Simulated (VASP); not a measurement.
# Pd (Fm-3m) in VASP: a series of runs

Pd is run at these levels: PBEsol; tasks: single point, relaxation of cell and atoms.

All numbers are computed with VASP 6.6.1; they aren't measurements. Logs are shortened: lines on timing, memory, paths and dates and some standing lists are left out, and cuts for length are marked.

## 1. The cell of the first run

It takes space group Fm-3m (No. 225, cubic). The conventional cell has a = 3.875 Å, b = 3.875 Å, c = 3.875 Å, α = 90.00°, β = 90.00°, γ = 90.00°. Within 3.6 Å of Pd (site symmetry m-3m) lie 12 Pd at 2.74 Å.

## 2. Single point, PBEsol

Input file INCAR:

```
SYSTEM = Pd
PREC = Accurate
ENCUT = 520
EDIFF = 1E-7
ISMEAR = -1
SIGMA = 0.05
LREAL = .False.
LASPH = .True.
NELM = 80
ALGO = Normal
ISIF = 2
LWAVE = .False.
LCHARG = .False.
GGA = PS
NBANDS = 11
```

Input file KPOINTS:

```
Automatic mesh
0
Gamma
  10 10 10
  0 0 0
```

Input file POSCAR:

```
Pd
1.0
    0.0000000000      1.9373397503      1.9373397503
    1.9373397503      0.0000000000      1.9373397503
    1.9373397503      1.9373397503      0.0000000000
Pd
1
Direct
    0.0000000000      0.0000000000      0.0000000000
```

Potentials or basis: VASP PAW PBE potentials, release 64 (Pd).

The run is started by

```console
$ cat potpaw_PBE.64/Pd/POTCAR > POTCAR
$ mpirun -np 1 vasp_std > vasp.out
```

OUTCAR:

```text
SYSTEM = Pd
   PREC = Accurate
   ENCUT = 520
   EDIFF = 1E-7
   ISMEAR = -1
   LREAL = .False.
   LASPH = .True.
   NELM = 80
   ISIF = 2
   GGA = PS

 ion  position               nearest neighbor table
   1  0.000  0.000  0.000-

  LATTYP: Found a face centered cubic cell.
 ALAT       =     3.8746795006

  Lattice vectors:

 A1 = (   0.0000000000,   1.9373397503,   1.9373397503)
 A2 = (   1.9373397503,   0.0000000000,   1.9373397503)
 A3 = (   1.9373397503,   1.9373397503,   0.0000000000)

Analysis of symmetry for initial positions (statically):
=====================================================================
 Subroutine PRICEL returns:
 Original cell was already a primitive cell.

 Routine SETGRP: Setting up the symmetry group for a
 face centered cubic supercell.

 Subroutine GETGRP returns: Found 48 space group operations
 (whereof 48 operations were pure point group operations)
 out of a pool of 48 trial point group operations.

The static configuration has the point symmetry O_h .

Analysis of symmetry for dynamics (positions and initial velocities):
=====================================================================
 Subroutine PRICEL returns:
 Original cell was already a primitive cell.

 Routine SETGRP: Setting up the symmetry group for a
 face centered cubic supercell.

 Subroutine GETGRP returns: Found 48 space group operations
 (whereof 48 operations were pure point group operations)
 out of a pool of 48 trial point group operations.

The dynamic configuration has the point symmetry O_h .

 Subroutine INISYM returns: Found 48 space group operations
 (whereof 48 operations are pure point group operations),
 and found     1 'primitive' translations

----------------------------------------------------------------------------------------

                                     Primitive cell

  volume of cell :      14.5428

  direct lattice vectors                    reciprocal lattice vectors
     0.000000000  1.937339750  1.937339750    -0.258085862  0.258085862  0.258085862
     1.937339750  0.000000000  1.937339750     0.258085862 -0.258085862  0.258085862
     1.937339750  1.937339750  0.000000000     0.258085862  0.258085862 -0.258085862

  length of vectors
     2.739812150  2.739812150  2.739812150     0.447017826  0.447017826  0.447017826

  position of ions in fractional coordinates (direct lattice)
     0.000000000  0.000000000  0.000000000

  ion indices of the primitive-cell ions
   primitive index   ion index
[... 73 lines left out ...]
   EDIFF  = 0.1E-06   stopping-criterion for ELM
   LREAL  =      F    real-space projection
   EDIFFG = 0.1E-05   stopping-criterion for IOM
   NSW    =      0    number of steps for IOM
   IBRION =     -1    ionic relax: 0-MD 1-quasi-New 2-CG
   NFREE  =      0    steps in history (QN), initial steepest desc. (CG)
   ISIF   =      2    stress and relaxation
   ISYM   =      2    0-nonsym 1-usesym 2-fastsym
   POTIM  = 0.5000    time-step for ionic-motion
   TEBEG  =    0.0;   TEEND  =   0.0 temperature during run
   PSTRESS=    0.0 pullay stress
   NELECT =      10.0000    total number of electrons
   NUPDOWN=      -1.0000    fix difference up-down
   EMIN   =  10.00;   EMAX   =-10.00  energy-range for DOS
   EFERMI =   0.00;   METHOD = LEGACY
   ISMEAR =    -1;   SIGMA  =   0.05  broadening in eV -4-tet -1-fermi 0-gaus
   EFERMI_NEDOS =   21; number of points for ismear=-14 and -15
   IALGO  =     38    algorithm
   IMIX   =      4    mixing-type and parameters
     AMIX     =   0.40;   BMIX     =  1.00
     AMIX_MAG =   1.60;   BMIX_MAG =  1.00
  volume/ion in A,a.u.               =      14.54        98.14
  Fermi-wavevector in a.u.,A,eV,Ry     =   1.444971  2.730599 28.408153  2.087940
  Thomas-Fermi vector in A             =   2.563205
   LORBIT       =      0    0 simple, 1 ext, 2 COOP (PROOUT), +10 PAW based schemes
   GGA     = PS    functional components
   LHFCALC =     F    Hartree Fock is set to
   AEXX    =    0.0000 exact exchange contribution
   IVDW    =     0    specifies the selected vdW correction
   LEPSILON=     F    determine dielectric tensor
   LRPA    =     F    only Hartree local field effects (RPA)
 non-spin polarized calculation
  energy-cutoff  :      520.00
  volume of cell :       14.54
 maximum number of plane-waves:       399
   NGX = 11   NGY = 11   NGZ = 11

 number of electron      10.0000002 magnetization

 Free energy of the ion-electron system (eV)
  ---------------------------------------------------
  ext. energy  EPLUGINS =         0.00000000
  ---------------------------------------------------
  free energy    TOTEN  =        -5.98135814 eV

  energy without entropy =       -5.96684173  energy(sigma->0) =       -5.97409994

 E-fermi :   9.8887     XC(G=0): -13.4669

 val. band max:        9.8716257021   @ k =  -0.4000   0.4000   0.0000
 cond. band min:       9.9166369635   @ k =   0.5000   0.2000   0.0000
 fundamental gap:      0.0450112614
 Fermi energy:         9.8886866368

 k-point     1 :       0.0000    0.0000    0.0000
  band No.  band energies     occupation
      1       2.5105      2.00000
      2       6.9508      2.00000
      3       6.9508      2.00000
      4       6.9508      2.00000
      5       8.6202      2.00000
      6       8.6202      2.00000
      7      26.9949      0.00000
      8      31.8439      0.00000
      9      31.8439      0.00000
     10      31.8439      0.00000
     11      35.9342      0.00000
[... 309 lines left out ...]
 k-point    24 :       0.4000    0.3000    0.0000
  band No.  band energies     occupation
      1       4.8944      2.00000
      2       5.1800      2.00000
      3       8.3702      2.00000
      4       8.8952      2.00000
      5       9.7868      1.76923
      6      10.8918      0.00000
      7      23.5767      0.00000
      8      25.2124      0.00000
      9      25.5096      0.00000
     10      30.8188      0.00000
     11      33.1268      0.00000

 [... further k-points ...]
[... 5 lines left out ...]
  --------------------------------------------------------------------------------------
  -------------------------------------------------------------------------------------
  Total       -0.0282164     -0.0282164     -0.0282164      0.0000000      0.0000000      0.0000000
  in kB       -3.1086050     -3.1086050     -3.1086050      0.0000000      0.0000000      0.0000000
  external PRESSURE =      -3.1086050 kB  Pullay stress =       0.0000000 kB

 VOLUME and BASIS-vectors are now :
 -----------------------------------------------------------------------------
  energy-cutoff  :      520.00
  volume of cell :       14.54
      direct lattice vectors                 reciprocal lattice vectors
     0.000000000  1.937339750  1.937339750    -0.258085862  0.258085862  0.258085862
     1.937339750  0.000000000  1.937339750     0.258085862 -0.258085862  0.258085862
     1.937339750  1.937339750  0.000000000     0.258085862  0.258085862 -0.258085862

 POSITION                                       TOTAL-FORCE (eV/Angst)
 -----------------------------------------------------------------------------------
      0.00000      0.00000      0.00000         0.000000      0.000000      0.000000
 -----------------------------------------------------------------------------------
    total drift:                                0.000000     -0.000000     -0.000000

  FREE ENERGIE OF THE ION-ELECTRON SYSTEM (eV)
  ---------------------------------------------------
  free  energy   TOTEN  =        -5.9813581440 eV

  energy  without entropy=       -5.9668417268  energy(sigma->0) =       -5.97409994
```

Wall time 8.9 s (1 thread of Intel Xeon 8259CL, shared host); peak memory 0.13 GiB.

What came out:

```
Free energy            : -5.9814 eV
Pressure               : -0.3 GPa
Band gap on the k mesh : zero (band 5 reaches 10.18 eV, above the bottom of band 6 at 8.57 eV)
```

Levels at points of the mesh, in eV from the Fermi level:
| k point | band 1 | band 2 | band 3 | band 4 | band 5 | band 6 | band 7 | band 8 | band 9 | band 10 |
| --- | --- | --- | --- | --- | --- | --- | --- | --- | --- | --- |
| (0.00, 0.00, 0.00) | -7.38 | -2.94 | -2.94 | -2.94 | -1.27 | -1.27 | 17.11 | 21.96 | 21.96 | 21.96 |
| (0.50, 0.00, 0.00) | -5.48 | -2.98 | -2.98 | -0.03 | -0.03 | 0.86 | 7.36 | 16.46 | 21.12 | 21.12 |
| (0.50, 0.50, 0.00) | -5.57 | -5.27 | -0.06 | 0.29 | 0.29 | 3.22 | 10.84 | 13.16 | 13.16 | 21.67 |

Caveat: the PAW data sets were made with another functional, which shifts forces and pressure a little.

## 3. Relaxation of cell and atoms, PBEsol

This run uses another cell than the first one, of 14.75 Å³/atom, 1.014 times its volume.

Input file INCAR:

```
ALGO = Normal
EDIFF = 1E-7
EDIFFG = -0.01
ENCUT = 600
GGA = PS
IBRION = 2
ISIF = 3
ISMEAR = -1
LASPH = True
LCHARG = False
LREAL = False
LWAVE = False
NELM = 80
NSW = 80
PREC = Accurate
SIGMA = 0.05
```

Input file KPOINTS:

```
k-points
0
Gamma
  10 10 10
```

Input file POSCAR:

```
Pd
1.0
    0.0000000000      1.9465000000      1.9465000000
    1.9465000000      0.0000000000      1.9465000000
    1.9465000000      1.9465000000      0.0000000000
Pd
1
Direct
    0.0000000000      0.0000000000      0.0000000000
```

Potentials or basis: VASP PAW PBE potentials, release 64 (Pd).

The run is started by

```console
$ cat potpaw_PBE.64/Pd/POTCAR > POTCAR
$ mpirun -np 1 vasp_std > vasp.out
```

OUTCAR:

```text
EDIFF = 1E-7
   EDIFFG = -0.01
   ENCUT = 600
   GGA = PS
   IBRION = 2
   ISIF = 3
   ISMEAR = -1
   LASPH = True
   LREAL = False
   NELM = 80
   NSW = 80
   PREC = Accurate

 ion  position               nearest neighbor table
   1  0.000  0.000  0.000-

  LATTYP: Found a face centered cubic cell.
 ALAT       =     3.8930000000

  Lattice vectors:

 A1 = (   0.0000000000,   1.9465000000,   1.9465000000)
 A2 = (   1.9465000000,   0.0000000000,   1.9465000000)
 A3 = (   1.9465000000,   1.9465000000,   0.0000000000)

Analysis of symmetry for initial positions (statically):
=====================================================================
 Subroutine PRICEL returns:
 Original cell was already a primitive cell.

 Routine SETGRP: Setting up the symmetry group for a
 face centered cubic supercell.

 Subroutine GETGRP returns: Found 48 space group operations
[... 211 lines left out ...]
  band No.  band energies     occupation
      1       2.7738      2.00000
      2       7.3037      2.00000
      3       7.3037      2.00000
      4       7.3037      2.00000
      5       9.0505      2.00000
      6       9.0505      2.00000
      7      27.4836      0.00000
      8      32.4929      0.00000
      9      32.4929      0.00000
[... 310 lines left out ...]
--------------------------------------- Ionic step        3  -------------------------------------------

 number of electron      10.0000000 magnetization

 Free energy of the ion-electron system (eV)
  ---------------------------------------------------
  ext. energy  EPLUGINS =         0.00000000
  ---------------------------------------------------
  free energy    TOTEN  =        -5.98190029 eV

  energy without entropy =       -5.96743033  energy(sigma->0) =       -5.97466531

 E-fermi :   9.9158     XC(G=0): -13.4765

 val. band max:        9.8987216509   @ k =  -0.4000   0.4000   0.0000
 cond. band min:       9.9439340643   @ k =   0.5000   0.2000   0.0000
 fundamental gap:      0.0452124133
 Fermi energy:         9.9158136959

 k-point     1 :       0.0000    0.0000    0.0000
  band No.  band energies     occupation
      1       2.5253      2.00000
      2       6.9701      2.00000
      3       6.9701      2.00000
      4       6.9701      2.00000
      5       8.6439      2.00000
      6       8.6439      2.00000
      7      27.0225      0.00000
      8      31.8806      0.00000
      9      31.8806      0.00000
[... 304 lines left out ...]
  FREE ENERGIE OF THE ION-ELECTRON SYSTEM (eV)
  ---------------------------------------------------
  free  energy   TOTEN  =        -5.9819002887 eV

  energy  without entropy=       -5.9674303251  energy(sigma->0) =       -5.97466531

 reached required accuracy - stopping structural energy minimisation
```

OSZICAR:

```text
N       E                     dE             d eps       ncg     rms          rms(c)
DAV:   1     0.405728123389E+02    0.40573E+02   -0.56963E+03   854   0.116E+03
[... 23 lines left out ...]
DAV:   1    -0.606409512358E+01   -0.88727E-01   -0.16840E+00   856   0.149E+01    0.195E+00
DAV:   2    -0.598234110151E+01    0.81754E-01   -0.42030E-01   850   0.589E+00    0.558E-01
DAV:   3    -0.598185482775E+01    0.48627E-03   -0.23587E-03   955   0.384E-01    0.330E-01
DAV:   4    -0.598188913798E+01   -0.34310E-04   -0.88080E-04   937   0.238E-01    0.157E-02
DAV:   5    -0.598189886331E+01   -0.97253E-05   -0.79194E-06  1051   0.221E-02    0.987E-03
DAV:   6    -0.598190028398E+01   -0.14207E-05   -0.37788E-07   947   0.621E-03    0.365E-04
DAV:   7    -0.598190028870E+01   -0.47240E-08   -0.50737E-09   526   0.779E-04
   3 F= -.59819003E+01 E0= -.59746653E+01  d E =-.230183E-02
```

It took 22 s on 1 thread of Intel Xeon 8259CL, shared host; peak memory 0.15 GiB.

What came out:

```yaml
Free_energy: -5.9819 eV
Relaxed_volume: 14.52 Å³/atom
Relaxed_cell: a = 2.738 Å, b = 2.738 Å, c = 2.738 Å, α = 60.00°, β = 60.00°, γ = 60.00°
Space_group_after_relaxing_to_0.05_Å: Fm-3m (No. 225)
Energy_gained_by_relaxing: 2.3 meV/atom
Ionic_steps: 3
Pressure_after_relaxing: 0.0 GPa
Band_gap_on_the_k_mesh: zero (band 5 reaches 10.21 eV, above the bottom of band 6 at 8.59 eV)
```

The path:
```
step  energy change (eV)  largest force (eV/Å)  pressure (GPa)  volume (Å³)
   1              0.0000                0.0000           -3.12        14.75
   2              0.0042                0.0000            5.78        14.15
   3             -0.0023                0.0000           -0.02        14.52
```

Final structure:
```xyz
1
Lattice="0.0000 1.9363 1.9363 1.9363 0.0000 1.9363 1.9363 1.9363 0.0000" Properties=species:S:1:pos:R:3 pbc="T T T"
Pd    0.0000    0.0000    0.0000
```

Caveat: the PAW data sets were made with another functional, which shifts forces and pressure a little.
